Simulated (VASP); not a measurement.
# Mg in VASP: notebook

Runs on Mg. Level: PBE. Tasks: single point.

Program: VASP 6.6.1. These are calculated values, not measurements. Logs are shortened: lines on timing, memory, paths and dates and some standing lists are left out, and cuts for length are marked.

### Step 1. The cell of the first run

The typed cell holds 1 atom: a = 3.140 Å, b = 3.138 Å, c = 3.153 Å, α = 59.88°, β = 59.83°, γ = 58.96°.

### Step 2. Single point, PBE (strained)

Contents of INCAR:

```
SYSTEM = Mg
  PREC = Accurate
  ENCUT = 520
  EDIFF = 1E-6
  ISMEAR = 0
  SIGMA = 0.1
  LREAL = .FALSE.
  LASPH = .TRUE.
  NELM = 80
  ALGO = Fast
  ISIF = 2
  LWAVE = .FALSE.
  LCHARG = .FALSE.
  GGA = PE
  NBANDS = 7
```

Contents of KPOINTS:

```
Automatic mesh
0
G
  14 14 14
  0 0 0
```

Contents of POSCAR:

```
Mg
1.0
    0.0224425600      2.2081010358      2.2319125920
    2.2055874691      0.0224425600      2.2319125920
    2.2280300291      2.2305435958      0.0000000000
Mg
1
Direct
    0.0000000000      0.0000000000      0.0000000000
```

Potentials or basis: VASP PAW PBE potentials, release 64 (Mg).

Started as:

```console
cat potpaw_PBE.64/Mg/POTCAR > POTCAR
mpirun -np 1 vasp_std > vasp.out
```

OUTCAR:

```text
SYSTEM = Mg
   PREC = Accurate
   ENCUT = 520
   EDIFF = 1E-6
   ISMEAR = 0
   LREAL = .FALSE.
   LASPH = .TRUE.
   NELM = 80
   ISIF = 2
   GGA = PE

 ion  position               nearest neighbor table
   1  0.000  0.000  0.000-

  LATTYP: Found a base centered monoclinic cell.
 ALAT       =     4.4114032925
 B/A-ratio  =     1.0118832689
 C/A-ratio  =     0.7002785294
 COS(beta)  =    -0.6994644482

  Lattice vectors:

 A1 = (   2.2055874691,   0.0224425600,   2.2319125920)
 A2 = (   2.2055874691,   0.0224425600,  -2.2319125920)
 A3 = (  -2.1831449091,   2.1856584758,   0.0000000000)

Analysis of symmetry for initial positions (statically):
=====================================================================
 Subroutine PRICEL returns:
 Original cell was already a primitive cell.

 Routine SETGRP: Setting up the symmetry group for a
 base centered monoclinic supercell.

 Subroutine GETGRP returns: Found  4 space group operations
 (whereof  4 operations were pure point group operations)
 out of a pool of  4 trial point group operations.

The static configuration has the point symmetry C_2h.

Analysis of symmetry for dynamics (positions and initial velocities):
=====================================================================
 Subroutine PRICEL returns:
 Original cell was already a primitive cell.

 Routine SETGRP: Setting up the symmetry group for a
 base centered monoclinic supercell.

 Subroutine GETGRP returns: Found  4 space group operations
 (whereof  4 operations were pure point group operations)
 out of a pool of  4 trial point group operations.

The dynamic configuration has the point symmetry C_2h.

 Subroutine INISYM returns: Found  4 space group operations
 (whereof  4 operations are pure point group operations),
 and found     1 'primitive' translations

----------------------------------------------------------------------------------------

                                     Primitive cell

  volume of cell :      21.7373

  direct lattice vectors                    reciprocal lattice vectors
     0.022442560  2.208101036  2.231912592    -0.229024746  0.228766661  0.224023110
     2.205587469  0.022442560  2.231912592     0.229024746 -0.228766661  0.224023110
     2.228030029  2.230543596  0.000000000     0.224416092  0.224158007 -0.224023110

  length of vectors
     3.139689104  3.137921855  3.152688146     0.393665941  0.393665941  0.388324283

  position of ions in fractional coordinates (direct lattice)
     0.000000000  0.000000000  0.000000000

  ion indices of the primitive-cell ions
   primitive index   ion index
                 1           1

----------------------------------------------------------------------------------------

 KPOINTS: Automatic mesh

Automatic generation of k-mesh.
 Grid dimensions read from file:
 generate k-points for:   14   14   14

 Generating k-lattice:

  Cartesian coordinates                     Fractional coordinates (reciprocal lattice)
    -0.016358910  0.016340476  0.016001651     0.071428571  0.000000000  0.000000000
     0.016358910 -0.016340476  0.016001651     0.000000000  0.071428571  0.000000000
     0.016029721  0.016011286 -0.016001651     0.000000000  0.000000000  0.071428571

  Length of vectors
     0.028118996  0.028118996  0.027737449

  Shift w.r.t. Gamma in fractional coordinates (k-lattice)
     0.000000000  0.000000000  0.000000000

 Subroutine IBZKPT returns following result:
 ===========================================

 Found    744 irreducible k-points:

 Following reciprocal coordinates:
            Coordinates               Weight
  0.000000  0.000000  0.000000      1.000000
  0.071429 -0.000000  0.000000      4.000000
  0.142857 -0.000000 -0.000000      4.000000
  0.214286 -0.000000 -0.000000      4.000000
  0.285714  0.000000  0.000000      4.000000
  0.357143 -0.000000  0.000000      4.000000
[... 16 lines left out ...]
  0.214286  0.142857  0.000000      4.000000
  0.285714  0.142857  0.000000      4.000000
 [... further k-points ...]
   k-points           NKPTS =    744   k-points in BZ     NKDIM =    744   number of bands    NBANDS=      7
   number of dos      NEDOS =    301   number of ions     NIONS =      1
   total plane-waves  NPLWV =  13824
   dimension x,y,z NGX =    24 NGY =   24 NGZ =   24
   dimension x,y,z NGXF=    48 NGYF=   48 NGZF=   48
   ions per type =               1
   NGX,Y,Z   is equivalent  to a cutoff of  12.71, 12.72, 12.66 a.u.
   NGXF,Y,Z  is equivalent  to a cutoff of  25.42, 25.43, 25.31 a.u.
 SYSTEM =  Mg
   PREC   = accura    normal or accurate (medium, high low for compatibility)
   ISTART =      0    job   : 0-new  1-cont  2-samecut
   ICHARG =      2    charge: 1-file 2-atom 10-const
   ISPIN  =      1    spin polarized calculation?
   LNONCOLLINEAR =      F non collinear calculations
   LSORBIT =      F    spin-orbit coupling
   LASPH  =      T    aspherical Exc in radial PAW
   ENCUT  =  520.0 eV  38.22 Ry    6.18 a.u.   5.84  5.83  5.86*2*pi/ulx,y,z
   NELM   =     80;   NELMIN=  2; NELMDL= -5     # of ELM steps
   EDIFF  = 0.1E-05   stopping-criterion for ELM
   LREAL  =      F    real-space projection
   EDIFFG = 0.1E-04   stopping-criterion for IOM
   NSW    =      0    number of steps for IOM
   IBRION =     -1    ionic relax: 0-MD 1-quasi-New 2-CG
   NFREE  =      0    steps in history (QN), initial steepest desc. (CG)
   ISIF   =      2    stress and relaxation
   ISYM   =      2    0-nonsym 1-usesym 2-fastsym
   POTIM  = 0.5000    time-step for ionic-motion
   TEBEG  =    0.0;   TEEND  =   0.0 temperature during run
   PSTRESS=    0.0 pullay stress
   NELECT =       2.0000    total number of electrons
   NUPDOWN=      -1.0000    fix difference up-down
   EMIN   =  10.00;   EMAX   =-10.00  energy-range for DOS
   EFERMI =   0.00;   METHOD = LEGACY
   ISMEAR =     0;   SIGMA  =   0.10  broadening in eV -4-tet -1-fermi 0-gaus
   EFERMI_NEDOS =   21; number of points for ismear=-14 and -15
   IALGO  =     68    algorithm
   IMIX   =      4    mixing-type and parameters
     AMIX     =   0.40;   BMIX     =  1.00
     AMIX_MAG =   1.60;   BMIX_MAG =  1.00
  volume/ion in A,a.u.               =      21.74       146.69
  Fermi-wavevector in a.u.,A,eV,Ry     =   0.739066  1.396632  7.431747  0.546218
  Thomas-Fermi vector in A             =   1.833139
   LORBIT       =      0    0 simple, 1 ext, 2 COOP (PROOUT), +10 PAW based schemes
   GGA     = PE    functional components
   LHFCALC =     F    Hartree Fock is set to
   AEXX    =    0.0000 exact exchange contribution
   IVDW    =     0    specifies the selected vdW correction
   LEPSILON=     F    determine dielectric tensor
   LRPA    =     F    only Hartree local field effects (RPA)
 non-spin polarized calculation
 RMM-DIIS sequential band-by-band and
 Gauss-broadening in eV      SIGMA  =   0.10
  energy-cutoff  :      520.00
  volume of cell :       21.74
 maximum number of plane-waves:       599
   NGX = 11   NGY = 11   NGZ = 11

 number of electron       2.0000000 magnetization

 Free energy of the ion-electron system (eV)
  ---------------------------------------------------
  ext. energy  EPLUGINS =         0.00000000
  ---------------------------------------------------
  free energy    TOTEN  =        -1.48754905 eV

  energy without entropy =       -1.48598493  energy(sigma->0) =       -1.48676699

 E-fermi :   2.9105     XC(G=0):  -8.6617

 val. band max:        2.8937667097   @ k =  -0.3571   0.1429   0.2857
 cond. band min:       2.9107413153   @ k =   0.2857  -0.3571   0.1429
 fundamental gap:      0.0169746057
 Fermi energy:         2.9105029214

 k-point     1 :       0.0000    0.0000    0.0000
  band No.  band energies     occupation
      1      -4.2461      2.00000
      2      15.3669      0.00000
      3      15.5523      0.00000
      4      15.9293      0.00000
      5      17.5152      0.00000
      6      17.6203      0.00000
      7      18.1624      0.00000

 k-point     2 :       0.0714   -0.0000    0.0000
  band No.  band energies     occupation
      1      -4.1268      2.00000
      2      14.1093      0.00000
      3      15.1302      0.00000
      4      15.4305      0.00000
      5      17.6257      0.00000
      6      17.9514      0.00000
      7      18.4643      0.00000

 k-point     3 :       0.1429   -0.0000   -0.0000
  band No.  band energies     occupation
      1      -3.7698      2.00000
      2      11.6925      0.00000
      3      14.7169      0.00000
      4      14.9697      0.00000
      5      17.3040      0.00000
      6      18.9603      0.00000
      7      19.4286      0.00000

 k-point     4 :       0.2143   -0.0000   -0.0000
  band No.  band energies     occupation
      1      -3.1779      2.00000
      2       9.3186      0.00000
      3      14.3817      0.00000
      4      14.5909      0.00000
      5      16.9402      0.00000
      6      18.2586      0.00000
      7      18.5146      0.00000

 k-point     5 :       0.2857    0.0000    0.0000
  band No.  band energies     occupation
      1      -2.3557      2.00000
      2       7.0857      0.00000
      3      14.1929      0.00000
      4      14.3581      0.00000
      5      16.6948      0.00000
      6      17.1677      0.00000
      7      17.3662      0.00000
[... 161 lines left out ...]
 k-point    22 :       0.1429    0.1429    0.0000
  band No.  band energies     occupation
      1      -3.6295      2.00000
      2      12.9093      0.00000
      3      13.1155      0.00000
      4      13.7248      0.00000
      5      15.7510      0.00000
      6      17.1312      0.00000
      7      20.7973      0.00000

 k-point    23 :       0.2143    0.1429    0.0000
  band No.  band energies     occupation
      1      -3.2046      2.00000
      2      11.1397      0.00000
      3      12.5892      0.00000
      4      13.4700      0.00000
      5      14.8777      0.00000
      6      16.9046      0.00000
      7      21.3546      0.00000

 k-point    24 :       0.2857    0.1429    0.0000
  band No.  band energies     occupation
      1      -2.5472      2.00000
      2       8.9346      0.00000
      3      12.2546      0.00000
      4      12.9428      0.00000
      5      14.1112      0.00000
      6      17.9665      0.00000
      7      20.9104      0.00000

 [... further k-points ...]
[... 5 lines left out ...]
  --------------------------------------------------------------------------------------
  -------------------------------------------------------------------------------------
  Total        0.3496545      0.3443958      0.2980091     -0.1307610      0.0000000      0.0000000
  in kB       25.7717680     25.3841703     21.9651711     -9.6379221      0.0000000      0.0000000
  external PRESSURE =      24.3737031 kB  Pullay stress =       0.0000000 kB

 VOLUME and BASIS-vectors are now :
 -----------------------------------------------------------------------------
  energy-cutoff  :      520.00
  volume of cell :       21.74
      direct lattice vectors                 reciprocal lattice vectors
     0.022442560  2.208101036  2.231912592    -0.229024746  0.228766661  0.224023110
     2.205587469  0.022442560  2.231912592     0.229024746 -0.228766661  0.224023110
     2.228030029  2.230543596  0.000000000     0.224416092  0.224158007 -0.224023110

 POSITION                                       TOTAL-FORCE (eV/Angst)
 -----------------------------------------------------------------------------------
      0.00000      0.00000      0.00000         0.000000      0.000000      0.000000
 -----------------------------------------------------------------------------------
    total drift:                                0.000000      0.000000      0.000000

  FREE ENERGIE OF THE ION-ELECTRON SYSTEM (eV)
  ---------------------------------------------------
  free  energy   TOTEN  =        -1.4875490480 eV

  energy  without entropy=       -1.4859849250  energy(sigma->0) =       -1.48676699
```

Wall time 31 s (1 thread of Intel Xeon 6975P-C, shared host); peak memory 0.24 GiB.

Results:

```
Free energy            : -1.4875 eV
Pressure               : 2.4 GPa
Band gap on the k mesh : zero (band 1 reaches 3.99 eV, above the bottom of band 2 at 1.53 eV)
```

Caveat: the cell differs from its parent crystal (strained).

### Step 3. Single point, PBE (strained)

Contents of INCAR:

```
SYSTEM = Mg
PREC = Accurate
ENCUT = 520
EDIFF = 1E-6
ISMEAR = 0
SIGMA = 0.1
LREAL = .FALSE.
LASPH = .TRUE.
NELM = 80
ALGO = Normal
ISIF = 2
LWAVE = .FALSE.
LCHARG = .TRUE.
GGA = PE
LELF = .TRUE.
LVHAR = .TRUE.
NBANDS = 7
```

Contents of KPOINTS:

```
Automatic mesh
0
G
  16 16 16
  0 0 0
```

Contents of POSCAR:

```
Mg
1.0
    0.0000000000      2.1798907379      2.1798907379
    2.1798907379      0.0000000000      2.1798907379
    2.1798907379      2.1798907379      0.0000000000
Mg
1
Direct
    0.0000000000      0.0000000000      0.0000000000
```

Potentials or basis: VASP PAW PBE potentials, release 64 (Mg).

Started as:

```console
cat potpaw_PBE.64/Mg/POTCAR > POTCAR
mpirun -np 1 vasp_std > vasp.out
```

OUTCAR:

```text
SYSTEM = Mg
   PREC = Accurate
   ENCUT = 520
   EDIFF = 1E-6
   ISMEAR = 0
   LREAL = .FALSE.
   LASPH = .TRUE.
   NELM = 80
   ISIF = 2
   GGA = PE

 ion  position               nearest neighbor table
   1  0.000  0.000  0.000-

  LATTYP: Found a face centered cubic cell.
 ALAT       =     4.3597814758

  Lattice vectors:

 A1 = (   0.0000000000,   2.1798907379,   2.1798907379)
 A2 = (   2.1798907379,   0.0000000000,   2.1798907379)
 A3 = (   2.1798907379,   2.1798907379,   0.0000000000)

Analysis of symmetry for initial positions (statically):
[... 410 lines left out ...]
      1      -3.9464      2.00000
      2      13.7822      0.00000
      3      14.7401      0.00000
      4      16.4336      0.00000
      5      18.8344      0.00000
      6      18.8763      0.00000
      7      19.5085      0.00000

 [... further k-points ...]
[... 5 lines left out ...]
  --------------------------------------------------------------------------------------
  -------------------------------------------------------------------------------------
  Total        0.6084943      0.6084943      0.6084943     -0.0000000      0.0000000     -0.0000000
  in kB       47.0579400     47.0579400     47.0579400     -0.0000000      0.0000000     -0.0000000
  external PRESSURE =      47.0579400 kB  Pullay stress =       0.0000000 kB

 VOLUME and BASIS-vectors are now :
 -----------------------------------------------------------------------------
  energy-cutoff  :      520.00
  volume of cell :       20.72
      direct lattice vectors                 reciprocal lattice vectors
     0.000000000  2.179890738  2.179890738    -0.229369294  0.229369294  0.229369294
     2.179890738  0.000000000  2.179890738     0.229369294 -0.229369294  0.229369294
     2.179890738  2.179890738  0.000000000     0.229369294  0.229369294 -0.229369294

 POSITION                                       TOTAL-FORCE (eV/Angst)
 -----------------------------------------------------------------------------------
      0.00000      0.00000      0.00000        -0.000000      0.000000     -0.000000
 -----------------------------------------------------------------------------------
    total drift:                                0.000000      0.000000      0.000000

  FREE ENERGIE OF THE ION-ELECTRON SYSTEM (eV)
  ---------------------------------------------------
  free  energy   TOTEN  =        -1.4616636978 eV

  energy  without entropy=       -1.4586561315  energy(sigma->0) =       -1.46015991
```

stdout:

```text
POSCAR found type information on POSCAR Mg
 POSCAR found :  1 types and       1 ions
 scaLAPACK will be used
 LDA part: xc-table for (Slater+PW92), standard interpolation
 POSCAR, INCAR and KPOINTS ok, starting setup
 FFT: planning ... GRIDC
 FFT: planning ... GRID_SOFT
 FFT: planning ... GRID
 WAVECAR not read
 entering main loop
```

Wall time 17 s (1 thread of Intel Xeon 6975P-C, shared host); peak memory 0.15 GiB.

Results:

| Item | Value |
| --- | --- |
| Free energy | -1.4617 eV |
| Pressure | 4.7 GPa |
| Band gap on the k mesh | zero (band 1 reaches 4.68 eV, above the bottom of band 2 at 1.90 eV) |

Levels at points of the mesh, in eV from the Fermi level:
```tsv
k point	band 1	band 2	band 3	band 4
(0.00, 0.00, 0.00)	-7.36	13.03	13.03	13.03
(0.50, 0.00, 0.00)	-1.87	-1.27	11.85	11.85
(0.50, 0.50, 0.00)	-0.24	0.87	6.30	7.52
```

Caveat: the cell differs from its parent crystal (strained).

### Step 4. Single point, PBE (strained)

Contents of INCAR:

```
PREC     = Accurate       # precision mode
ENCUT    = 520            # plane-wave cutoff, eV
EDIFF    = 1E-6           # SCF threshold, eV
ISMEAR   = 0              # smearing method
SIGMA    = 0.1            # smearing width, eV
LREAL    = F              # projectors in reciprocal space
LASPH    = T              # aspherical terms in the spheres
NELM     = 60             # most SCF steps
ALGO     = Normal         # electronic algorithm
ISIF     = 2              # what is computed and relaxed
LWAVE    = F              # write WAVECAR
LCHARG   = F              # write CHGCAR
GGA      = PE             # functional
NBANDS   = 7              # bands
```

Contents of KPOINTS:

```
regular mesh
0
Gamma
  16 16 16
```

Contents of POSCAR:

```
Mg
1.0
    0.0000000000      2.2002910250      2.2002910250
    2.2002910250      0.0000000000      2.2002910250
    2.2002910250      2.2002910250      0.0000000000
Mg
1
Direct
    0.0000000000      0.0000000000      0.0000000000
```

Started as:

```console
cat potpaw_PBE.64/Mg/POTCAR > POTCAR
mpirun -np 1 vasp_std > vasp.out
```

Wall time 18 s (1 thread of Intel Xeon 6975P-C, shared host); peak memory 0.15 GiB.

The run converged. Its results:

| Item | Value |
| --- | --- |
| Free energy | -1.4763 eV |
| Pressure | 3.3 GPa |
| Band gap on the k mesh | zero (band 1 reaches 4.51 eV, above the bottom of band 2 at 1.74 eV) |

Levels at points of the mesh, in eV from the Fermi level:
```csv
k point,band 1,band 2,band 3,band 4,band 5,band 6
"(0.00, 0.00, 0.00)",-7.24,12.84,12.84,12.84,15.18,15.18
"(0.50, 0.00, 0.00)",-1.82,-1.27,11.69,11.69,12.87,12.87
"(0.50, 0.50, 0.00)",-0.23,0.85,6.24,7.36,7.36,10.53
```

Caveat: the cell differs from its parent crystal (strained).

### Step 5. Summary

```tsv
cell	k mesh	gap on the mesh (eV)	pressure (GPa)
a = 3.140, b = 3.138, c = 3.153 Å, angles 59.9, 59.8, 59.0°, 1 atom	14 × 14 × 14	none	2.4
a = 3.083 Å, angles 60.0°, 1 atom	16 × 16 × 16	none	4.7
a = 3.112 Å, angles 60.0°, 1 atom	16 × 16 × 16	none	3.3
```

Alike in all rows: task single point; level PBE; potentials or basis VASP PAW PBE potentials, release 64 (Mg); no spin polarisation; cutoff (eV) 520; smearing gaussian 0.1 eV.

Total energies depend on the potentials used, so only differences within one code and one set of settings carry meaning.
